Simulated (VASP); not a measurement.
# ZnS (I-4m2) in VASP: notebook, part 2 of 2

VASP 6.6.1. The steps go on from the part before.

## (3) Single point, r2SCAN (strain -0.030 along x and y, +0.015 along z)

POSCAR

```
ZnS
1.0
    0.0000000000      2.6136777993      2.7349308931
    2.6136777993      0.0000000000      2.7349308931
    2.6136777993      2.6136777993      0.0000000000
Zn S
1 1
Direct
    0.0000000000      0.0000000000      0.0000000000
    0.7500000000      0.7500000000      0.7500000000
```

INCAR.step1

```
PREC = Accurate
ENCUT = 520
ISMEAR = 0
SIGMA = 0.05
LREAL = F
LASPH = T
NELM = 80
NBANDS = 16
GGA = PE
ALGO = Normal
EDIFF = 1E-4
LWAVE = T
LCHARG = F
```

INCAR.step2

```
PREC = Accurate
ENCUT = 520
EDIFF = 1E-6
ISMEAR = 0
SIGMA = 0.05
LREAL = F
LASPH = T
NELM = 80
ALGO = Normal
ISIF = 2
LWAVE = F
LCHARG = T
METAGGA = R2SCAN
LMIXTAU = T
LELF = T
LVHAR = T
NBANDS = 16
ISTART = 1
```

KPOINTS

```
regular mesh
0
Gamma
  8 8 8
```

Potentials or basis: VASP PAW PBE potentials, release 64 (Zn, S).

Started as:

```bash
$ cat potpaw_PBE.64/Zn/POTCAR potpaw_PBE.64/S/POTCAR > POTCAR
$ cp INCAR.step1 INCAR
$ mpirun -np 1 vasp_std > vasp.out
$ cp INCAR.step2 INCAR
$ mpirun -np 1 vasp_std > vasp.out
```

Wall time 2.7 min (1 thread of AMD EPYC 7R43 (Zen 3), shared host); peak memory 0.15 GiB.

Results (log left out):

```
Free energy            : -18.8383 eV
Pressure               : 4.0 GPa
Band gap on the k mesh : 2.86 eV, direct
```

Stress tensor (GPa, compression positive):
```
4.69 0.00 0.00
0.00 4.69 0.00
0.00 0.00 2.62
```

Levels at points of the mesh, in eV from the valence-band top:
```csv
k point,band 7,band 8,band 9,band 10,band 11,band 12
"(0.00, 0.00, 0.00)",-0.19,0.00,0.00,2.86,6.81,6.81
"(0.50, 0.00, 0.00)",-5.81,-1.17,-0.89,3.83,7.13,7.51
"(0.50, 0.50, 0.00)",-5.08,-2.37,-2.37,3.74,4.72,11.76
"(0.50, 0.00, 0.50)",-4.80,-2.68,-2.57,3.46,4.25,12.30
```

Caveat: the cell differs from its parent crystal (strain -0.030 along x and y, +0.015 along z); the PAW data sets were made with another functional, which shifts forces and pressure a little.

## (4) Single point, r2SCAN (strain -0.030 along x and y, +0.030 along z)

POSCAR

```
ZnS
1.0
    0.0000000000      2.6136777993      2.7753485911
    2.6136777993      0.0000000000      2.7753485911
    2.6136777993      2.6136777993      0.0000000000
Zn S
1 1
Direct
    0.0000000000      0.0000000000      0.0000000000
    0.7500000000      0.7500000000      0.7500000000
```

INCAR.step1

```
SYSTEM = ZnS
PREC = Accurate ; ENCUT = 520
ISMEAR = 0 ; SIGMA = 0.05
LREAL = .FALSE. ; LASPH = .TRUE.
NELM = 60 ; NBANDS = 16
GGA = PE ; ALGO = Normal
EDIFF = 1E-4 ; LWAVE = .TRUE.
LCHARG = .FALSE.
```

INCAR.step2

```
SYSTEM = ZnS
PREC = Accurate ; ENCUT = 520
EDIFF = 1E-6 ; ISMEAR = 0
SIGMA = 0.05 ; LREAL = .FALSE.
LASPH = .TRUE. ; NELM = 60
ALGO = Normal ; ISIF = 2
LWAVE = .FALSE. ; LCHARG = .FALSE.
METAGGA = R2SCAN ; LMIXTAU = .TRUE.
NBANDS = 16 ; ISTART = 1
```

KPOINTS

```
regular mesh
0
G
  8 8 8
  0 0 0
```

Potentials or basis: VASP PAW PBE potentials, release 64 (Zn, S).

Started as:

```bash
$ cat potpaw_PBE.64/Zn/POTCAR potpaw_PBE.64/S/POTCAR > POTCAR
$ cp INCAR.step1 INCAR
$ mpirun -np 1 vasp_std > vasp.out
$ cp INCAR.step2 INCAR
$ mpirun -np 1 vasp_std > vasp.out
```

OUTCAR:

```text
SYSTEM = ZnS
   PREC = Accurate
   ENCUT = 520
   EDIFF = 1E-6
   ISMEAR = 0
   LREAL = .FALSE.
   LASPH = .TRUE.
   NELM = 60
   ISIF = 2
   METAGGA = R2SCAN
   ISTART = 1

 ion  position               nearest neighbor table
   1  0.000  0.000  0.000-   2 2.31   2 2.31   2 2.31   2 2.31
   2  0.750  0.750  0.750-   1 2.31   1 2.31   1 2.31   1 2.31

  LATTYP: Found a body centered tetragonal cell.
 ALAT       =     3.6962985914
 C/A-ratio  =     1.5016906900

  Lattice vectors:

 A1 = (  -2.6136777993,   0.0000000000,   2.7753485911)
 A2 = (   2.6136777993,   0.0000000000,   2.7753485911)
 A3 = (   0.0000000000,   2.6136777993,  -2.7753485911)

Analysis of symmetry for initial positions (statically):
=====================================================================
 Subroutine PRICEL returns:
 Original cell was already a primitive cell.

 Routine SETGRP: Setting up the symmetry group for a
 body centered tetragonal supercell.

 Subroutine GETGRP returns: Found  8 space group operations
 (whereof  8 operations were pure point group operations)
 out of a pool of 16 trial point group operations.

The static configuration has the point symmetry D_2d.

[... 155 lines left out ...]
  ---------------------------------------------------
  free energy    TOTEN  =       -18.84376806 eV

  energy without entropy =      -18.84376806  energy(sigma->0) =      -18.84376806

 E-fermi :   2.5343     XC(G=0): -10.4889

 val. band max:        2.2913003890   @ k =   0.0000   0.0000   0.0000
 cond. band min:       5.0590022863   @ k =   0.0000   0.0000   0.0000
 fundamental gap:      2.7677018974
 Fermi energy:         2.5343074151

 k-point     1 :       0.0000    0.0000    0.0000
  band No.  band energies     occupation
      1     -11.7493      2.00000
      2      -4.4771      2.00000
      3      -4.4362      2.00000
      4      -4.4362      2.00000
      5      -3.8680      2.00000
      6      -3.8482      2.00000
[... 433 lines left out ...]
      3      -4.3176      2.00000
      4      -4.2435      2.00000
      5      -3.8571      2.00000
      6      -3.8116      2.00000
[... 8 lines left out ...]
     15      15.4782      0.00000
     16      16.3306      0.00000

 [... further k-points ...]
[... 5 lines left out ...]
  --------------------------------------------------------------------------------------
  -------------------------------------------------------------------------------------
  Total        0.8410931      0.8410931      0.1522535      0.0000000      0.0000000     -0.0000000
  in kB       35.5388221     35.5388221      6.4331875      0.0000000      0.0000000     -0.0000000
  external PRESSURE =      25.8369439 kB  Pullay stress =       0.0000000 kB

 VOLUME and BASIS-vectors are now :
 -----------------------------------------------------------------------------
  energy-cutoff  :      520.00
  volume of cell :       37.92
      direct lattice vectors                 reciprocal lattice vectors
     0.000000000  2.613677799  2.775348591    -0.191301315  0.191301315  0.180157549
     2.613677799  0.000000000  2.775348591     0.191301315 -0.191301315  0.180157549
     2.613677799  2.613677799  0.000000000     0.191301315  0.191301315 -0.180157549

 POSITION                                       TOTAL-FORCE (eV/Angst)
 -----------------------------------------------------------------------------------
      0.00000      0.00000      0.00000        -0.000000     -0.000000      0.000000
      3.92052      3.92052      4.16302         0.000000      0.000000     -0.000000
 -----------------------------------------------------------------------------------
    total drift:                               -0.000049     -0.000049      0.000053

  FREE ENERGIE OF THE ION-ELECTRON SYSTEM (eV)
  ---------------------------------------------------
  free  energy   TOTEN  =       -18.8437680624 eV

  energy  without entropy=      -18.8437680624  energy(sigma->0) =      -18.84376806
```

Wall time 2.6 min (1 thread of AMD EPYC 7R43 (Zen 3), shared host); peak memory 0.15 GiB.

Results:

* Free energy: -18.8438 eV
* Pressure: 2.6 GPa
* Band gap on the k mesh: 2.77 eV, direct

Caveat: the cell differs from its parent crystal (strain -0.030 along x and y, +0.030 along z); the PAW data sets were made with another functional, which shifts forces and pressure a little.

## (5) Summary

| cell | gap on the mesh (eV) | pressure (GPa) |
| --- | --- | --- |
| a = 3.725, b = 3.725, c = 3.753 Å, angles 59.7, 59.7, 60.5°, 2 atoms | 2.97 | 5.5 |
| a = 3.783, b = 3.783, c = 3.696 Å, angles 60.8, 60.8, 58.5°, 2 atoms | 2.86 | 4.0 |
| a = 3.812, b = 3.812, c = 3.696 Å, angles 61.0, 61.0, 58.0°, 2 atoms | 2.77 | 2.6 |

Alike in all rows: task single point; level r2SCAN; potentials or basis VASP PAW PBE potentials, release 64 (Zn, S); no spin polarisation; k mesh 8 × 8 × 8; cutoff (eV) 520; smearing gaussian 0.05 eV.

Caveats: the PAW data sets were made with another functional, which shifts forces and pressure a little.

Absolute energies hang on the potentials; compare differences alone.
